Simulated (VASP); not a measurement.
# MgO (P6_222) in VASP: notebook

Runs on MgO. Level: PBE. Tasks: single point, relaxation of cell and atoms.

Everything below comes from runs of VASP 6.6.1. Logs are shortened: lines on timing, memory, paths and dates and some standing lists are left out, and cuts for length are marked.

## (1) The cell of the first run

The structure is hexagonal, space group P6_222 (No. 180). The conventional cell has a = 3.103 Å, b = 3.103 Å, c = 6.796 Å, α = 90.00°, β = 90.00°, γ = 120.00°. Mg (site symmetry 222) has 4 O at 1.92 Å within 2.5 Å. Within 2.5 Å of O (site symmetry 222) lie 4 Mg at 1.92 Å.

## (2) Single point, PBE

INCAR reads:

```
SYSTEM = MgO
PREC = Accurate
ENCUT = 520
EDIFF = 1E-6
ISMEAR = 0
SIGMA = 0.1
LREAL = .FALSE.
LASPH = .TRUE.
NELM = 60
ALGO = Normal
ISIF = 2
LWAVE = .FALSE.
LCHARG = .FALSE.
GGA = PE
NBANDS = 21
```

KPOINTS reads:

```
regular mesh
0
G
  6 6 4
  0 0 0
```

POSCAR reads:

```
MgO
1.0
    3.1029560100      0.0000000000      0.0000000000
   -1.5514780000      2.6872387300      0.0000000000
    0.0000000000      0.0000000000      6.7955736500
Mg O
3 3
Direct
    0.0000000000      0.5000000000      0.1666666700
    0.5000000000      0.5000000000      0.8333333300
    0.5000000000      0.0000000000      0.5000000000
    0.5000000000      0.5000000000      0.3333333300
    0.5000000000      0.0000000000      0.0000000000
    0.0000000000      0.5000000000      0.6666666700
```

Potentials or basis: VASP PAW PBE potentials, release 64 (Mg, O).

On the command line:

```
cat potpaw_PBE.64/Mg/POTCAR potpaw_PBE.64/O/POTCAR > POTCAR
mpirun -np 1 vasp_std > vasp.out
```

OUTCAR:

```text
SYSTEM = MgO
   PREC = Accurate
   ENCUT = 520
   EDIFF = 1E-6
   ISMEAR = 0
   LREAL = .FALSE.
   LASPH = .TRUE.
   NELM = 60
   ISIF = 2
   GGA = PE

 ion  position               nearest neighbor table
   1  0.000  0.500  0.167-   4 1.92   4 1.92   5 1.92   5 1.92   3 2.75   3 2.75   2 2.75   2 2.75
                             3 3.51   3 3.51   2 3.51   2 3.51
   2  0.500  0.500  0.833-   6 1.92   6 1.92   5 1.92   5 1.92   3 2.75   3 2.75   1 2.75   1 2.75
                             3 3.51   3 3.51   1 3.51   1 3.51
   3  0.500  0.000  0.500-   4 1.92   4 1.92   6 1.92   6 1.92   2 2.75   2 2.75   1 2.75   1 2.75
                             1 3.51   1 3.51   2 3.51   2 3.51
   4  0.500  0.500  0.333-   1 1.92   1 1.92   3 1.92   3 1.92
   5  0.500  0.000  0.000-   2 1.92   2 1.92   1 1.92   1 1.92
   6  0.000  0.500  0.667-   2 1.92   2 1.92   3 1.92   3 1.92

  LATTYP: Found a hexagonal cell.
 ALAT       =     3.1029560100
 C/A-ratio  =     2.1900322235

  Lattice vectors:

 A1 = (   3.1029560100,   0.0000000000,   0.0000000000)
 A2 = (  -1.5514780000,   2.6872387300,   0.0000000000)
 A3 = (   0.0000000000,   0.0000000000,   6.7955736500)

Analysis of symmetry for initial positions (statically):
=====================================================================
 Subroutine PRICEL returns:
 Original cell was already a primitive cell.

 Routine SETGRP: Setting up the symmetry group for a
 hexagonal supercell.

 Subroutine GETGRP returns: Found 12 space group operations
 (whereof  4 operations were pure point group operations)
 out of a pool of 24 trial point group operations.

The static configuration has the point symmetry D_2 .
 The point group associated with its full space group is D_6 .

Analysis of symmetry for dynamics (positions and initial velocities):
=====================================================================
 Subroutine PRICEL returns:
 Original cell was already a primitive cell.

 Routine SETGRP: Setting up the symmetry group for a
 hexagonal supercell.

 Subroutine GETGRP returns: Found 12 space group operations
 (whereof  4 operations were pure point group operations)
 out of a pool of 24 trial point group operations.

The dynamic configuration has the point symmetry D_2 .
 The point group associated with its full space group is D_6 .

 Subroutine INISYM returns: Found 12 space group operations
 (whereof  4 operations are pure point group operations),
 and found     1 'primitive' translations

----------------------------------------------------------------------------------------

                                     Primitive cell

  volume of cell :      56.6641

  direct lattice vectors                    reciprocal lattice vectors
     3.102956010  0.000000000  0.000000000     0.322273341  0.186064600  0.000000000
    -1.551478000  2.687238730  0.000000000     0.000000000  0.372129200  0.000000000
     0.000000000  0.000000000  6.795573650     0.000000000  0.000000000  0.147154611

  length of vectors
     3.102956010  3.102956006  6.795573650     0.372129200  0.372129200  0.147154611

  position of ions in fractional coordinates (direct lattice)
     0.000000000  0.500000000  0.166666670
     0.500000000  0.500000000  0.833333330
     0.500000000  0.000000000  0.500000000
     0.500000000  0.500000000  0.333333330
     0.500000000  0.000000000  0.000000000
     0.000000000  0.500000000  0.666666670

  ion indices of the primitive-cell ions
   primitive index   ion index
                 1           1
                 2           2
                 3           3
                 4           4
                 5           5
                 6           6

----------------------------------------------------------------------------------------

 KPOINTS: regular mesh

Automatic generation of k-mesh.
 Grid dimensions read from file:
 generate k-points for:    6    6    4

 Generating k-lattice:

  Cartesian coordinates                     Fractional coordinates (reciprocal lattice)
     0.053712223  0.031010767  0.000000000     0.166666667  0.000000000  0.000000000
     0.000000000  0.062021533  0.000000000     0.000000000  0.166666667  0.000000000
     0.000000000  0.000000000  0.036788653     0.000000000  0.000000000  0.250000000

  Length of vectors
     0.062021533  0.062021533  0.036788653

  Shift w.r.t. Gamma in fractional coordinates (k-lattice)
     0.000000000  0.000000000  0.000000000

 Subroutine IBZKPT returns following result:
 ===========================================

 Found     21 irreducible k-points:

 Following reciprocal coordinates:
            Coordinates               Weight
  0.000000  0.000000  0.000000      1.000000
  0.166667  0.000000  0.000000      6.000000
  0.333333 -0.000000  0.000000      6.000000
  0.500000 -0.000000  0.000000      3.000000
  0.166667  0.166667  0.000000      6.000000
  0.333333  0.166667  0.000000     12.000000
[... 13 lines left out ...]
  0.333333  0.166667  0.500000     12.000000
  0.333333  0.333333  0.500000      2.000000
   k-points           NKPTS =     21   k-points in BZ     NKDIM =     21   number of bands    NBANDS=     21
   number of dos      NEDOS =    301   number of ions     NIONS =      6
   total plane-waves  NPLWV =  31104
   dimension x,y,z NGX =    24 NGY =   24 NGZ =   54
   dimension x,y,z NGXF=    48 NGYF=   48 NGZF=  108
   ions per type =               3   3
   NGX,Y,Z   is equivalent  to a cutoff of  12.86, 12.86, 13.21 a.u.
   NGXF,Y,Z  is equivalent  to a cutoff of  25.72, 25.72, 26.42 a.u.
 SYSTEM =  MgO
   PREC   = accura    normal or accurate (medium, high low for compatibility)
   ISTART =      0    job   : 0-new  1-cont  2-samecut
   ICHARG =      2    charge: 1-file 2-atom 10-const
   ISPIN  =      1    spin polarized calculation?
   LNONCOLLINEAR =      F non collinear calculations
   LSORBIT =      F    spin-orbit coupling
   LASPH  =      T    aspherical Exc in radial PAW
   ENCUT  =  520.0 eV  38.22 Ry    6.18 a.u.   5.77  5.77 12.64*2*pi/ulx,y,z
   NELM   =     60;   NELMIN=  2; NELMDL= -5     # of ELM steps
   EDIFF  = 0.1E-05   stopping-criterion for ELM
   LREAL  =      F    real-space projection
   EDIFFG = 0.1E-04   stopping-criterion for IOM
   NSW    =      0    number of steps for IOM
   IBRION =     -1    ionic relax: 0-MD 1-quasi-New 2-CG
   NFREE  =      0    steps in history (QN), initial steepest desc. (CG)
   ISIF   =      2    stress and relaxation
   ISYM   =      2    0-nonsym 1-usesym 2-fastsym
   POTIM  = 0.5000    time-step for ionic-motion
   TEBEG  =    0.0;   TEEND  =   0.0 temperature during run
   PSTRESS=    0.0 pullay stress
   NELECT =      24.0000    total number of electrons
   NUPDOWN=      -1.0000    fix difference up-down
   EMIN   =  10.00;   EMAX   =-10.00  energy-range for DOS
   EFERMI =   0.00;   METHOD = LEGACY
   ISMEAR =     0;   SIGMA  =   0.10  broadening in eV -4-tet -1-fermi 0-gaus
   EFERMI_NEDOS =   21; number of points for ismear=-14 and -15
   IALGO  =     38    algorithm
   IMIX   =      4    mixing-type and parameters
     AMIX     =   0.40;   BMIX     =  1.00
     AMIX_MAG =   1.60;   BMIX_MAG =  1.00
  volume/ion in A,a.u.               =       9.44        63.73
  Fermi-wavevector in a.u.,A,eV,Ry     =   1.229445  2.323315 20.565696  1.511536
  Thomas-Fermi vector in A             =   2.364332
   LORBIT       =      0    0 simple, 1 ext, 2 COOP (PROOUT), +10 PAW based schemes
   GGA     = PE    functional components
   LHFCALC =     F    Hartree Fock is set to
   AEXX    =    0.0000 exact exchange contribution
   IVDW    =     0    specifies the selected vdW correction
   LEPSILON=     F    determine dielectric tensor
   LRPA    =     F    only Hartree local field effects (RPA)
 non-spin polarized calculation
 Gauss-broadening in eV      SIGMA  =   0.10
  energy-cutoff  :      520.00
  volume of cell :       56.66
 maximum number of plane-waves:      1542
 NGX is ok and might be reduce to    24
   NGX = 11   NGY = 11   NGZ = 25

 number of electron      24.0000002 magnetization

 Free energy of the ion-electron system (eV)
  ---------------------------------------------------
  ext. energy  EPLUGINS =         0.00000000
  ---------------------------------------------------
  free energy    TOTEN  =       -33.20490642 eV

  energy without entropy =      -33.20490642  energy(sigma->0) =      -33.20490642

 E-fermi :   3.8341     XC(G=0): -10.9077

 val. band max:        3.3147352206   @ k =   0.0000   0.0000   0.0000
 cond. band min:       7.1137303066   @ k =   0.0000   0.0000   0.0000
 fundamental gap:      3.7989950859
 Fermi energy:         3.8341243770

 k-point     1 :       0.0000    0.0000    0.0000
  band No.  band energies     occupation
      1     -14.2033      2.00000
      2     -13.0927      2.00000
      3     -13.0927      2.00000
      4      -0.2080      2.00000
      5      -0.2080      2.00000
      6       1.7650      2.00000
[... 13 lines left out ...]
     20      19.2269      0.00000
     21      19.7559      0.00000

 k-point     2 :       0.1667    0.0000    0.0000
  band No.  band energies     occupation
      1     -13.9899      2.00000
      2     -12.9998      2.00000
      3     -12.9797      2.00000
      4      -0.2699      2.00000
      5      -0.1614      2.00000
      6       1.2948      2.00000
[... 13 lines left out ...]
     20      17.3126      0.00000
     21      20.0894      0.00000

 k-point     3 :       0.3333   -0.0000    0.0000
  band No.  band energies     occupation
      1     -13.4849      2.00000
      2     -12.8507      2.00000
      3     -12.7421      2.00000
      4      -0.8412      2.00000
      5      -0.3516      2.00000
      6      -0.2711      2.00000
[... 13 lines left out ...]
     20      16.8148      0.00000
     21      19.3723      0.00000
[... 385 lines left out ...]
 k-point    20 :       0.3333    0.1667    0.5000
  band No.  band energies     occupation
      1     -13.0986      2.00000
      2     -12.9259      2.00000
      3     -12.5823      2.00000
      4      -1.0308      2.00000
      5      -0.7698      2.00000
      6       0.2238      2.00000
[... 13 lines left out ...]
     20      17.3299      0.00000
     21      18.8458      0.00000

 k-point    21 :       0.3333    0.3333    0.5000
  band No.  band energies     occupation
      1     -12.9750      2.00000
      2     -12.6956      2.00000
      3     -12.6956      2.00000
      4      -0.8091      2.00000
      5      -0.4226      2.00000
      6      -0.4226      2.00000
[... 13 lines left out ...]
     20      18.1007      0.00000
     21      18.1007      0.00000

------------------------ aborting loop because EDIFF is reached ----------------------------------------

  FORCE on cell =-STRESS in cart. coord.  units (eV):
  Direction    XX          YY          ZZ          XY          YZ          ZX
  --------------------------------------------------------------------------------------
  -------------------------------------------------------------------------------------
  Total        5.7936447      5.7936447     18.1374759      0.0000000      0.0000000      0.0000000
  in kB      163.8152946    163.8152944    512.8371040      0.0000003      0.0000000      0.0000000
  external PRESSURE =     280.1558976 kB  Pullay stress =       0.0000000 kB

 VOLUME and BASIS-vectors are now :
 -----------------------------------------------------------------------------
  energy-cutoff  :      520.00
  volume of cell :       56.66
      direct lattice vectors                 reciprocal lattice vectors
     3.102956010  0.000000000  0.000000000     0.322273341  0.186064600  0.000000000
    -1.551478000  2.687238730  0.000000000     0.000000000  0.372129200  0.000000000
     0.000000000  0.000000000  6.795573650     0.000000000  0.000000000  0.147154611

 POSITION                                       TOTAL-FORCE (eV/Angst)
 -----------------------------------------------------------------------------------
     -0.77574      1.34362      1.13260         0.000000      0.000000     -0.000000
      0.77574      1.34362      5.66298         0.000000      0.000000     -0.000000
      1.55148      0.00000      3.39779         0.000000      0.000000     -0.000000
      0.77574      1.34362      2.26519        -0.000000     -0.000000     -0.000000
      1.55148      0.00000      0.00000        -0.000000     -0.000000     -0.000000
     -0.77574      1.34362      4.53038        -0.000000      0.000000      0.000000
 -----------------------------------------------------------------------------------
    total drift:                               -0.000000      0.000000      0.000040

  FREE ENERGIE OF THE ION-ELECTRON SYSTEM (eV)
  ---------------------------------------------------
  free  energy   TOTEN  =       -33.2049064181 eV

  energy  without entropy=      -33.2049064181  energy(sigma->0) =      -33.20490642
```

Wall time 12 s (1 thread of Intel Xeon 6975P-C (Granite Rapids), shared host); peak memory 0.17 GiB.

Results:

```
Free energy            : -33.2049 eV
Pressure               : 28.0 GPa
Band gap on the k mesh : 3.80 eV, direct
```

Stress tensor (GPa, compression positive):
```
16.38  0.00  0.00
 0.00 16.38  0.00
 0.00  0.00 51.28
```

A k mesh can miss the band edges.

## (3) Single point, PBE

This run uses another cell than the first one, of 10.86 Å³/atom, 1.150 times its volume.

INCAR reads:

```
SYSTEM = MgO
PREC = Accurate
ENCUT = 520
EDIFF = 1E-6
ISMEAR = 0
SIGMA = 0.1
LREAL = .False.
LASPH = .True.
NELM = 60
ALGO = Normal
ISIF = 2
LWAVE = .False.
LCHARG = .True.
GGA = PE
LELF = .True.
LVHAR = .True.
NBANDS = 21
```

KPOINTS reads:

```
regular mesh
0
Gamma
  6 6 4
  0 0 0
```

POSCAR reads:

```
MgO
1.0
    3.1162687010     -0.0000000029      0.0000000000
   -1.5581343480      2.6987678616      0.0000000000
    0.0000000000      0.0000000000      7.7470348087
Mg O
3 3
Direct
    0.0000000000      0.5000000000      0.1666666667
    0.5000000000      0.5000000000      0.8333333333
    0.5000000000      0.0000000000      0.5000000000
    0.5000000000      0.5000000000      0.3333333333
    0.5000000000      0.0000000000      0.0000000000
    0.0000000000      0.5000000000      0.6666666667
```

Potentials or basis: VASP PAW PBE potentials, release 64 (Mg, O).

On the command line:

```
cat potpaw_PBE.64/Mg/POTCAR potpaw_PBE.64/O/POTCAR > POTCAR
mpirun -np 1 vasp_std > vasp.out
```

OUTCAR:

```text
SYSTEM = MgO
   PREC = Accurate
   ENCUT = 520
   EDIFF = 1E-6
   ISMEAR = 0
   LREAL = .False.
   LASPH = .True.
   NELM = 60
   ISIF = 2
   GGA = PE

 ion  position               nearest neighbor table
   1  0.000  0.500  0.167-   4 2.02   4 2.02   5 2.02   5 2.02   3 3.02   3 3.02   2 3.02   2 3.02

   2  0.500  0.500  0.833-   6 2.02   6 2.02   5 2.02   5 2.02   3 3.02   3 3.02   1 3.02   1 3.02

   3  0.500  0.000  0.500-   6 2.02   6 2.02   4 2.02   4 2.02   1 3.02   1 3.02   2 3.02   2 3.02

   4  0.500  0.500  0.333-   1 2.02   1 2.02   3 2.02   3 2.02
   5  0.500  0.000  0.000-   1 2.02   1 2.02   2 2.02   2 2.02
   6  0.000  0.500  0.667-   2 2.02   2 2.02   3 2.02   3 2.02

  LATTYP: Found a hexagonal cell.
 ALAT       =     3.1162687010
 C/A-ratio  =     2.4859970535

  Lattice vectors:

 A1 = (   3.1162687010,  -0.0000000029,   0.0000000000)
 A2 = (  -1.5581343480,   2.6987678616,   0.0000000000)
 A3 = (   0.0000000000,   0.0000000000,   7.7470348087)

Analysis of symmetry for initial positions (statically):
[... 179 lines left out ...]

 E-fermi :   2.8430     XC(G=0): -10.2899

 val. band max:        2.3243419677   @ k =   0.0000   0.0000   0.0000
 cond. band min:       5.3276842410   @ k =   0.0000   0.0000   0.0000
 fundamental gap:      3.0033422733
 Fermi energy:         2.8429601689

 k-point     1 :       0.0000    0.0000    0.0000
  band No.  band energies     occupation
      1     -14.5407      2.00000
      2     -13.8753      2.00000
      3     -13.8753      2.00000
      4      -1.2524      2.00000
      5      -1.2524      2.00000
      6       1.4163      2.00000
[... 493 lines left out ...]
     20      14.8007      0.00000
     21      14.8007      0.00000

------------------------ aborting loop because EDIFF is reached ----------------------------------------

  FORCE on cell =-STRESS in cart. coord.  units (eV):
  Direction    XX          YY          ZZ          XY          YZ          ZX
  --------------------------------------------------------------------------------------
  -------------------------------------------------------------------------------------
  Total       -0.1954468     -0.1954468     -0.1760147      0.0000000      0.0000000      0.0000000
  in kB       -4.8062158     -4.8062158     -4.3283621      0.0000000      0.0000000      0.0000000
  external PRESSURE =      -4.6469312 kB  Pullay stress =       0.0000000 kB

 VOLUME and BASIS-vectors are now :
 -----------------------------------------------------------------------------
  energy-cutoff  :      520.00
  volume of cell :       65.15
      direct lattice vectors                 reciprocal lattice vectors
     3.116268701 -0.000000003  0.000000000     0.320896590  0.185269732  0.000000000
    -1.558134348  2.698767862  0.000000000     0.000000000  0.370539465  0.000000000
     0.000000000  0.000000000  7.747034809     0.000000000  0.000000000  0.129081645

 POSITION                                       TOTAL-FORCE (eV/Angst)
 -----------------------------------------------------------------------------------
     -0.77907      1.34938      1.29117        -0.000000     -0.000000     -0.000000
      0.77907      1.34938      6.45586        -0.000000     -0.000000     -0.000000
      1.55813     -0.00000      3.87352        -0.000000     -0.000000      0.000000
      0.77907      1.34938      2.58234         0.000000     -0.000000      0.000000
      1.55813     -0.00000      0.00000        -0.000000      0.000000     -0.000000
     -0.77907      1.34938      5.16469         0.000000      0.000000     -0.000000
 -----------------------------------------------------------------------------------
    total drift:                                0.000000     -0.000000      0.000000

  FREE ENERGIE OF THE ION-ELECTRON SYSTEM (eV)
  ---------------------------------------------------
  free  energy   TOTEN  =       -34.4175799695 eV

  energy  without entropy=      -34.4175799695  energy(sigma->0) =      -34.41757997
```

It took 13 s on 1 thread of Intel Xeon 6975P-C (Granite Rapids), shared host; peak memory 0.18 GiB.

What came out:

* Free energy: -34.4176 eV
* Pressure: -0.5 GPa
* Band gap on the k mesh: 3.00 eV, direct

A k mesh can miss the band edges. PBE gaps usually lie below the measured ones, often by a third to a half.

[end of part 1 of 2]
